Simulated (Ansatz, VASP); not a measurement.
## One calculation of MgNi3Te4, two programs

```
Mg Ni Te
1.0
     4.10152    0.00000    0.00000
    -2.05076    3.55202    0.00000
     0.00000    0.00000   11.23476
Mg Ni Te
1 3 4
Direct
  0.00000 0.00000 0.00000
  0.00000 0.00000 0.50000
  0.00000 0.00000 0.26184
  0.00000 0.00000 0.73816
  0.33333 0.66667 0.15632
  0.33333 0.66667 0.61132
  0.66667 0.33333 0.38868
  0.66667 0.33333 0.84368
```

Alike in both runs: task single point; functional PBE; k mesh 6 × 6 × 2; occupations gaussian, width 0.2 eV; no spin polarisation.

|  | VASP | Ansatz |
| --- | --- | --- |
| version | VASP 6.6.1 | Ansatz 0.2.0 |
| potentials or method | VASP PAW PBE potentials, release 64 (Mg, Ni, Te), cutoff 520 eV | scalar-relativistic, plane waves, PAW |
| valence electrons in the cell | 56 | 128 |

|  | VASP | Ansatz | Ansatz less VASP |
| --- | --- | --- | --- |
| gap on the k mesh at the Fermi level (eV) | none | none | - |
| pressure (GPa) | 0.1 | 0.1 | +0.03 |
| traceless stress, the component that is largest in VASP (GPa) | -0.08 | -0.09 | -0.004 |
| rms of the force components (eV/Å) | 0.027 | 0.026 | -0.0006 |

Atom by atom the forces differ by 0.002 eV/Å (rms over components). A gap of «none» marks a metal or a gap that the smearing closes. VASP's potentials hold 56 valence electrons a cell and Ansatz's 128, so a difference there can come from the potentials and not from the codes.

Spin-orbit coupling is off throughout.
